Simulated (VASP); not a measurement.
# Al (I4/mmm) in VASP: notebook

The runs below take Al through single point, with LDA.

Program: VASP 6.6.1. These are calculated values, not measurements. Logs are shortened: lines on timing, memory, paths and dates and some standing lists are left out, and cuts for length are marked.

## (1) The cell of the first run

Symmetry: I4/mmm, No. 139, tetragonal system. The conventional cell has a = 2.862 Å, b = 2.862 Å, c = 3.967 Å, α = 90.00°, β = 90.00°, γ = 90.00°. Al (site symmetry 4/mmm) has 12 Al at 2.83 to 2.86 Å within 3.7 Å.

## (2) Single point, LDA (strain -0.0200 x Voigt [0, 1, 0, 0, 0, 0])

File INCAR:

```
PREC = Accurate
ENCUT = 520
EDIFF = 1E-7
ISMEAR = 0
SIGMA = 0.15
LREAL = F
LASPH = T
NELM = 100
ALGO = Normal
ISIF = 2
LWAVE = F
LCHARG = T
GGA = CA
LELF = T
LVHAR = T
NBANDS = 8
```

File KPOINTS:

```
regular mesh
0
Gamma
  20 20 20
```

File POSCAR:

```
Al
1.0
    0.0000000000      1.9835004000      2.0239800000
    2.0239800000      0.0000000000      2.0239800000
    2.0239800000      1.9835004000      0.0000000000
Al
1
Direct
    0.0000000000      0.0000000000      0.0000000000
```

Potentials or basis: VASP PAW LDA potentials, release 64 (Al).

Run with:

```bash
cat potpaw_LDA.64/Al/POTCAR > POTCAR
mpirun -np 1 vasp_std > vasp.out
```

OUTCAR:

```text
PREC = Accurate
   ENCUT = 520
   EDIFF = 1E-7
   ISMEAR = 0
   LREAL = F
   LASPH = T
   NELM = 100
   ISIF = 2
   GGA = CA

 ion  position               nearest neighbor table
   1  0.000  0.000  0.000-

  LATTYP: Found a body centered tetragonal cell.
 ALAT       =     2.8623399660
 C/A-ratio  =     1.3859292911

  Lattice vectors:

 A1 = (   0.0000000000,  -1.9835004000,   2.0239800000)
 A2 = (   0.0000000000,  -1.9835004000,  -2.0239800000)
 A3 = (   2.0239800000,   1.9835004000,   0.0000000000)

Analysis of symmetry for initial positions (statically):
=====================================================================
 Subroutine PRICEL returns:
 Original cell was already a primitive cell.

 Routine SETGRP: Setting up the symmetry group for a
 body centered tetragonal supercell.

 Subroutine GETGRP returns: Found 16 space group operations
 (whereof 16 operations were pure point group operations)
 out of a pool of 16 trial point group operations.

The static configuration has the point symmetry D_4h.

Analysis of symmetry for dynamics (positions and initial velocities):
=====================================================================
 Subroutine PRICEL returns:
 Original cell was already a primitive cell.

 Routine SETGRP: Setting up the symmetry group for a
 body centered tetragonal supercell.

 Subroutine GETGRP returns: Found 16 space group operations
 (whereof 16 operations were pure point group operations)
 out of a pool of 16 trial point group operations.

The dynamic configuration has the point symmetry D_4h.

 Subroutine INISYM returns: Found 16 space group operations
 (whereof 16 operations are pure point group operations),
 and found     1 'primitive' translations

----------------------------------------------------------------------------------------

                                     Primitive cell

  volume of cell :      16.2508

  direct lattice vectors                    reciprocal lattice vectors
     0.000000000  1.983500400  2.023980000    -0.247038014  0.252079606  0.247038014
     2.023980000  0.000000000  2.023980000     0.247038014 -0.252079606  0.247038014
     2.023980000  1.983500400  0.000000000     0.247038014  0.252079606 -0.247038014

  length of vectors
     2.833861125  2.862339966  2.833861125     0.430812823  0.430812823  0.430812823

  position of ions in fractional coordinates (direct lattice)
     0.000000000  0.000000000  0.000000000

  ion indices of the primitive-cell ions
   primitive index   ion index
                 1           1

----------------------------------------------------------------------------------------

 KPOINTS: regular mesh

Automatic generation of k-mesh.
 Grid dimensions read from file:
 generate k-points for:   20   20   20

 Generating k-lattice:

  Cartesian coordinates                     Fractional coordinates (reciprocal lattice)
    -0.012351901  0.012603980  0.012351901     0.050000000  0.000000000  0.000000000
     0.012351901 -0.012603980  0.012351901    -0.000000000  0.050000000 -0.000000000
     0.012351901  0.012603980 -0.012351901     0.000000000  0.000000000  0.050000000

  Length of vectors
     0.021540641  0.021540641  0.021540641

  Shift w.r.t. Gamma in fractional coordinates (k-lattice)
     0.000000000  0.000000000  0.000000000

 Subroutine IBZKPT returns following result:
 ===========================================

 Found    641 irreducible k-points:

 Following reciprocal coordinates:
            Coordinates               Weight
  0.000000  0.000000  0.000000      1.000000
  0.050000  0.000000  0.000000      8.000000
  0.100000  0.000000  0.000000      8.000000
  0.150000  0.000000 -0.000000      8.000000
  0.200000  0.000000  0.000000      8.000000
  0.250000  0.000000  0.000000      8.000000
[... 16 lines left out ...]
 -0.400000  0.050000 -0.000000     16.000000
 -0.350000  0.050000  0.000000     16.000000
 [... further k-points ...]
   k-points           NKPTS =    641   k-points in BZ     NKDIM =    641   number of bands    NBANDS=      8
   number of dos      NEDOS =    301   number of ions     NIONS =      1
   total plane-waves  NPLWV =  13824
   dimension x,y,z NGX =    24 NGY =   24 NGZ =   24
   dimension x,y,z NGXF=    48 NGYF=   48 NGZF=   48
   ions per type =               1
   NGX,Y,Z   is equivalent  to a cutoff of  14.08, 13.94, 14.08 a.u.
   NGXF,Y,Z  is equivalent  to a cutoff of  28.16, 27.88, 28.16 a.u.
 SYSTEM =  unknown system
   PREC   = accura    normal or accurate (medium, high low for compatibility)
   ISTART =      0    job   : 0-new  1-cont  2-samecut
   ICHARG =      2    charge: 1-file 2-atom 10-const
   ISPIN  =      1    spin polarized calculation?
   LNONCOLLINEAR =      F non collinear calculations
   LSORBIT =      F    spin-orbit coupling
   LASPH  =      T    aspherical Exc in radial PAW
   ENCUT  =  520.0 eV  38.22 Ry    6.18 a.u.   5.27  5.32  5.27*2*pi/ulx,y,z
   NELM   =    100;   NELMIN=  2; NELMDL= -5     # of ELM steps
   EDIFF  = 0.1E-06   stopping-criterion for ELM
   LREAL  =      F    real-space projection
   EDIFFG = 0.1E-05   stopping-criterion for IOM
   NSW    =      0    number of steps for IOM
   IBRION =     -1    ionic relax: 0-MD 1-quasi-New 2-CG
   NFREE  =      0    steps in history (QN), initial steepest desc. (CG)
   ISIF   =      2    stress and relaxation
   ISYM   =      2    0-nonsym 1-usesym 2-fastsym
   POTIM  = 0.5000    time-step for ionic-motion
   TEBEG  =    0.0;   TEEND  =   0.0 temperature during run
   PSTRESS=    0.0 pullay stress
   NELECT =       3.0000    total number of electrons
   NUPDOWN=      -1.0000    fix difference up-down
   EMIN   =  10.00;   EMAX   =-10.00  energy-range for DOS
   EFERMI =   0.00;   METHOD = LEGACY
   ISMEAR =     0;   SIGMA  =   0.15  broadening in eV -4-tet -1-fermi 0-gaus
   EFERMI_NEDOS =   21; number of points for ismear=-14 and -15
   IALGO  =     38    algorithm
   IMIX   =      4    mixing-type and parameters
     AMIX     =   0.40;   BMIX     =  1.00
     AMIX_MAG =   1.60;   BMIX_MAG =  1.00
  volume/ion in A,a.u.               =      16.25       109.67
  Fermi-wavevector in a.u.,A,eV,Ry     =   0.932160  1.761526 11.822399  0.868922
  Thomas-Fermi vector in A             =   2.058728
   LORBIT       =      0    0 simple, 1 ext, 2 COOP (PROOUT), +10 PAW based schemes
   GGA     = CA    functional components
   LHFCALC =     F    Hartree Fock is set to
   AEXX    =    0.0000 exact exchange contribution
   IVDW    =     0    specifies the selected vdW correction
   LEPSILON=     F    determine dielectric tensor
   LRPA    =     F    only Hartree local field effects (RPA)
 non-spin polarized calculation
 Gauss-broadening in eV      SIGMA  =   0.15
  energy-cutoff  :      520.00
  volume of cell :       16.25
 maximum number of plane-waves:       451
 NGX is ok and might be reduce to    24
   NGX = 11   NGY = 11   NGZ = 11

 number of electron       3.0000000 magnetization

 Free energy of the ion-electron system (eV)
  ---------------------------------------------------
  ext. energy  EPLUGINS =         0.00000000
  ---------------------------------------------------
  free energy    TOTEN  =        -4.19033039 eV

  energy without entropy =       -4.18574274  energy(sigma->0) =       -4.18803656

 E-fermi :   7.9828     XC(G=0): -10.4003

 val. band max:        7.9761192360   @ k =   0.4500  -0.2000   0.2500
 cond. band min:       7.9840588080   @ k =   0.4000  -0.2000   0.3000
 fundamental gap:      0.0079395720
 Fermi energy:         7.9827702416

 k-point     1 :       0.0000    0.0000    0.0000
  band No.  band energies     occupation
      1      -3.2555      2.00000
      2      20.5348      0.00000
      3      20.5348      0.00000
      4      20.7551      0.00000
      5      22.0009      0.00000
      6      22.0626      0.00000
      7      22.0626      0.00000
      8      24.6792      0.00000

 k-point     2 :       0.0500    0.0000    0.0000
  band No.  band energies     occupation
      1      -3.1870      2.00000
      2      19.2917      0.00000
      3      20.2628      0.00000
      4      20.4159      0.00000
      5      22.3928      0.00000
      6      22.4366      0.00000
      7      22.6208      0.00000
      8      25.3743      0.00000

 k-point     3 :       0.1000    0.0000    0.0000
  band No.  band energies     occupation
      1      -2.9817      2.00000
      2      17.3127      0.00000
      3      19.7854      0.00000
      4      19.9546      0.00000
      5      22.7820      0.00000
      6      23.1615      0.00000
      7      23.1917      0.00000
      8      25.7505      0.00000

 k-point     4 :       0.1500    0.0000   -0.0000
  band No.  band energies     occupation
      1      -2.6402      2.00000
      2      15.2868      0.00000
      3      19.3424      0.00000
      4      19.5422      0.00000
      5      22.6840      0.00000
      6      23.7896      0.00000
      7      23.9485      0.00000
      8      25.1285      0.00000

 k-point     5 :       0.2000    0.0000    0.0000
  band No.  band energies     occupation
      1      -2.1635      2.00000
      2      13.3072      0.00000
      3      18.9879      0.00000
      4      19.2229      0.00000
      5      22.5370      0.00000
      6      23.2719      0.00000
      7      23.8452      0.00000
      8      25.6816      0.00000
[... 177 lines left out ...]
 k-point    22 :      -0.4500    0.0500    0.0000
  band No.  band energies     occupation
      1       2.6558      2.00000
      2       4.3879      2.00000
      3      17.5216      0.00000
      4      18.7557      0.00000
      5      20.1541      0.00000
      6      20.3520      0.00000
      7      23.5966      0.00000
      8      24.2435      0.00000

 k-point    23 :      -0.4000    0.0500   -0.0000
  band No.  band energies     occupation
      1       1.4915      2.00000
      2       5.8291      2.00000
      3      17.2785      0.00000
      4      19.2714      0.00000
      5      20.0939      0.00000
      6      20.7005      0.00000
      7      23.2785      0.00000
      8      24.7911      0.00000

 k-point    24 :      -0.3500    0.0500    0.0000
  band No.  band energies     occupation
      1       0.4490      2.00000
      2       7.3867      2.00000
      3      17.1528      0.00000
      4      19.8145      0.00000
      5      20.0362      0.00000
      6      21.3542      0.00000
      7      23.0633      0.00000
      8      25.4484      0.00000

 [... further k-points ...]
[... 5 lines left out ...]
  --------------------------------------------------------------------------------------
  -------------------------------------------------------------------------------------
  Total       -0.2236728     -0.1952621     -0.2236728      0.0000000     -0.0000000      0.0000000
  in kB      -22.0520496    -19.2510269    -22.0520496      0.0000000     -0.0000000      0.0000000
  external PRESSURE =     -21.1183754 kB  Pullay stress =       0.0000000 kB

 VOLUME and BASIS-vectors are now :
 -----------------------------------------------------------------------------
  energy-cutoff  :      520.00
  volume of cell :       16.25
      direct lattice vectors                 reciprocal lattice vectors
     0.000000000  1.983500400  2.023980000    -0.247038014  0.252079606  0.247038014
     2.023980000  0.000000000  2.023980000     0.247038014 -0.252079606  0.247038014
     2.023980000  1.983500400  0.000000000     0.247038014  0.252079606 -0.247038014

 POSITION                                       TOTAL-FORCE (eV/Angst)
 -----------------------------------------------------------------------------------
      0.00000      0.00000      0.00000         0.000000      0.000000     -0.000000
 -----------------------------------------------------------------------------------
    total drift:                               -0.000000      0.000000     -0.000000

  FREE ENERGIE OF THE ION-ELECTRON SYSTEM (eV)
  ---------------------------------------------------
  free  energy   TOTEN  =        -4.1903303852 eV

  energy  without entropy=       -4.1857427410  energy(sigma->0) =       -4.18803656
```

Run time: 41 s. Hardware: 1 thread of Intel Xeon 6975P-C, shared host; peak memory 0.18 GiB.

What came out:

```
Free energy : -4.1903 eV
Pressure    : -2.1 GPa
```

Levels at points of the mesh, in eV from the Fermi level:
```
           k point  band 1  band 2  band 3  band 4
(0.00, 0.00, 0.00)  -11.24   12.55   12.55   12.77
(0.50, 0.00, 0.00)   -4.64   -4.45   11.12   11.25
(0.50, 0.50, 0.00)   -3.06   -1.79    5.35    5.63
(0.50, 0.00, 0.50)   -2.77   -1.37    5.11    5.32
```

Caveat: the cell differs from its parent crystal (strain -0.0200 x Voigt [0, 1, 0, 0, 0, 0]).

## (3) Single point, LDA (strain -0.0100 x Voigt [0, 1, 0, 0, 0, 0])

File INCAR:

```
SYSTEM = Al
PREC = Accurate
ENCUT = 520
EDIFF = 1E-6
ISMEAR = 0
SIGMA = 0.15
LREAL = .False.
LASPH = .True.
NELM = 60
ALGO = Fast
ISIF = 2
LWAVE = .False.
LCHARG = .True.
GGA = CA
LELF = .True.
LVHAR = .True.
NBANDS = 8
```

File KPOINTS:

```
Automatic mesh
0
Gamma
  20 20 20
  0 0 0
```

File POSCAR:

```
Al
1.0
    0.0000000000      2.0037402000      2.0239800000
    2.0239800000      0.0000000000      2.0239800000
    2.0239800000      2.0037402000      0.0000000000
Al
1
Direct
    0.0000000000      0.0000000000      0.0000000000
```

Potentials or basis: VASP PAW LDA potentials, release 64 (Al).

Run with:

```bash
cat potpaw_LDA.64/Al/POTCAR > POTCAR
mpirun -np 1 vasp_std > vasp.out
```

OUTCAR:

```text
SYSTEM = Al
   PREC = Accurate
   ENCUT = 520
   EDIFF = 1E-6
   ISMEAR = 0
   LREAL = .False.
   LASPH = .True.
   NELM = 60
   ISIF = 2
   GGA = CA

 ion  position               nearest neighbor table
   1  0.000  0.000  0.000-

  LATTYP: Found a body centered tetragonal cell.
 ALAT       =     2.8623399660
 C/A-ratio  =     1.4000714267

  Lattice vectors:

 A1 = (   0.0000000000,  -2.0037402000,   2.0239800000)
 A2 = (   0.0000000000,  -2.0037402000,  -2.0239800000)
 A3 = (   2.0239800000,   2.0037402000,   0.0000000000)

[... 437 lines left out ...]
      2       7.2894      2.00000
      3      17.0523      0.00000
      4      19.5828      0.00000
      5      19.8574      0.00000
      6      21.0941      0.00000
      7      22.8117      0.00000
      8      25.3053      0.00000

 [... further k-points ...]
[... 5 lines left out ...]
  --------------------------------------------------------------------------------------
  -------------------------------------------------------------------------------------
  Total       -0.2928059     -0.2938198     -0.2928059      0.0000000     -0.0000000      0.0000000
  in kB      -28.5763417    -28.6752931    -28.5763417      0.0000000     -0.0000000      0.0000000
  external PRESSURE =     -28.6093255 kB  Pullay stress =       0.0000000 kB

 VOLUME and BASIS-vectors are now :
 -----------------------------------------------------------------------------
  energy-cutoff  :      520.00
  volume of cell :       16.42
      direct lattice vectors                 reciprocal lattice vectors
     0.000000000  2.003740200  2.023980000    -0.247038014  0.249533348  0.247038014
     2.023980000  0.000000000  2.023980000     0.247038014 -0.249533348  0.247038014
     2.023980000  2.003740200  0.000000000     0.247038014  0.249533348 -0.247038014

 POSITION                                       TOTAL-FORCE (eV/Angst)
 -----------------------------------------------------------------------------------
      0.00000      0.00000      0.00000        -0.000000      0.000000      0.000000
 -----------------------------------------------------------------------------------
    total drift:                                0.000000     -0.000000     -0.000000

  FREE ENERGIE OF THE ION-ELECTRON SYSTEM (eV)
  ---------------------------------------------------
  free  energy   TOTEN  =        -4.1878291123 eV

  energy  without entropy=       -4.1829633647  energy(sigma->0) =       -4.18539624
```

stdout:

```text
POSCAR found type information on POSCAR Al
 POSCAR found :  1 types and       1 ions
 scaLAPACK will be used
 LDA part: xc-table for (Slater(with rela. corr.)+CA(PZ))
 , standard interpolation
 POSCAR, INCAR and KPOINTS ok, starting setup
 FFT: planning ... GRIDC
 FFT: planning ... GRID_SOFT
 FFT: planning ... GRID
 WAVECAR not read
 entering main loop
```

Wall time 34 s (1 thread of Intel Xeon 6975P-C, shared host); peak memory 0.18 GiB.

What came out:

| Item | Value |
| --- | --- |
| Free energy | -4.1878 eV |
| Pressure | -2.9 GPa |

Levels at points of the mesh, in eV from the Fermi level:
```
           k point  band 1  band 2  band 3  band 4
(0.00, 0.00, 0.00)  -11.17   12.52   12.52   12.63
(0.50, 0.00, 0.00)   -4.61   -4.44   11.13   11.31
(0.50, 0.50, 0.00)   -3.00   -1.72    5.30    5.55
(0.50, 0.00, 0.50)   -2.85   -1.52    5.18    5.40
```

Caveat: the cell differs from its parent crystal (strain -0.0100 x Voigt [0, 1, 0, 0, 0, 0]).

## (4) Single point, LDA (strain -0.0150 x Voigt [0, 1, 0, 0, 0, 0])

File INCAR:

```
PREC = Accurate ; ENCUT = 520
EDIFF = 1E-7 ; ISMEAR = 0
SIGMA = 0.15 ; LREAL = False
LASPH = True ; NELM = 60
ALGO = Normal ; ISIF = 2
LWAVE = False ; LCHARG = True
GGA = CA ; LELF = True
LVHAR = True ; NBANDS = 8
```

File KPOINTS:

```
Automatic mesh
0
Gamma
  20 20 20
```

File POSCAR:

```
Al
1.0
    0.0000000000      1.9936203000      2.0239800000
    2.0239800000      0.0000000000      2.0239800000
    2.0239800000      1.9936203000      0.0000000000
Al
1
Direct
    0.0000000000      0.0000000000      0.0000000000
```

Run with:

```bash
cat potpaw_LDA.64/Al/POTCAR > POTCAR
mpirun -np 1 vasp_std > vasp.out
```

It took 32 s on 1 thread of Intel Xeon 6975P-C, shared host; peak memory 0.18 GiB.

It converged, with:

```
Free energy : -4.1892 eV
Pressure    : -2.5 GPa
```

Stress tensor (GPa, compression positive):
```
-2.53  0.00  0.00
 0.00 -2.44  0.00
 0.00  0.00 -2.53
```

Levels at points of the mesh, in eV from the Fermi level:
| k point | band 1 | band 2 | band 3 | band 4 | band 5 |
| --- | --- | --- | --- | --- | --- |
| (0.00, 0.00, 0.00) | -11.21 | 12.54 | 12.54 | 12.70 | 13.96 |
| (0.50, 0.00, 0.00) | -4.62 | -4.44 | 11.12 | 11.28 | 11.47 |
| (0.50, 0.50, 0.00) | -3.03 | -1.76 | 5.32 | 5.59 | 5.69 |
| (0.50, 0.00, 0.50) | -2.81 | -1.44 | 5.15 | 5.36 | 5.36 |

Caveat: the cell differs from its parent crystal (strain -0.0150 x Voigt [0, 1, 0, 0, 0, 0]).

## (5) Single point, LDA (strain -0.0050 x Voigt [0, 1, 0, 0, 0, 0])

File INCAR:

```
SYSTEM = Al
ALGO = Normal
EDIFF = 1E-6
ENCUT = 520
ISIF = 2
ISMEAR = 0
LASPH = .True.
LCHARG = .False.
LREAL = .False.
LWAVE = .False.
NBANDS = 8
NELM = 80
PREC = Accurate
SIGMA = 0.15
```

File KPOINTS:

```
k-points
0
Gamma
  20 20 20
  0 0 0
```

File POSCAR:

```
Al
1.0
    0.0000000000      2.0138601000      2.0239800000
    2.0239800000      0.0000000000      2.0239800000
    2.0239800000      2.0138601000      0.0000000000
Al
1
Direct
    0.0000000000      0.0000000000      0.0000000000
```

Run with:

```bash
cat potpaw_LDA.64/Al/POTCAR > POTCAR
mpirun -np 1 vasp_std > vasp.out
```

Wall time 28 s (1 thread of Intel Xeon 6975P-C, shared host); peak memory 0.18 GiB.

It converged, with:

```yaml
Free_energy: -4.1863 eV
Pressure: -3.2 GPa
```

Levels at points of the mesh, in eV from the Fermi level:
| k point | band 1 | band 2 | band 3 | band 4 | band 5 | band 6 |
| --- | --- | --- | --- | --- | --- | --- |
| (0.00, 0.00, 0.00) | -11.14 | 12.51 | 12.51 | 12.57 | 13.84 | 13.86 |
| (0.50, 0.00, 0.00) | -4.59 | -4.44 | 11.13 | 11.25 | 11.34 | 11.45 |
| (0.50, 0.50, 0.00) | -2.96 | -1.69 | 5.28 | 5.51 | 5.54 | 8.95 |
| (0.50, 0.00, 0.50) | -2.89 | -1.59 | 5.22 | 5.43 | 5.43 | 8.85 |

Caveat: the cell differs from its parent crystal (strain -0.0050 x Voigt [0, 1, 0, 0, 0, 0]).

## (6) Summary

```csv
cell,gap on the mesh (eV),pressure (GPa)
"a = 2.834, b = 2.862 Å, angles 59.7, 60.7, 59.7°, 1 atom",none,-2.1
"a = 2.848, b = 2.862 Å, angles 59.8, 60.3, 59.8°, 1 atom",none,-2.9
"a = 2.841, b = 2.862 Å, angles 59.8, 60.5, 59.8°, 1 atom",none,-2.5
"a = 2.855, b = 2.862 Å, angles 59.9, 60.2, 59.9°, 1 atom",none,-3.2
```

Alike in all rows: task single point; level LDA; potentials or basis VASP PAW LDA potentials, release 64 (Al); no spin polarisation; k mesh 20 × 20 × 20; cutoff (eV) 520; smearing gaussian 0.15 eV.

Absolute energies hang on the potentials; compare differences alone.
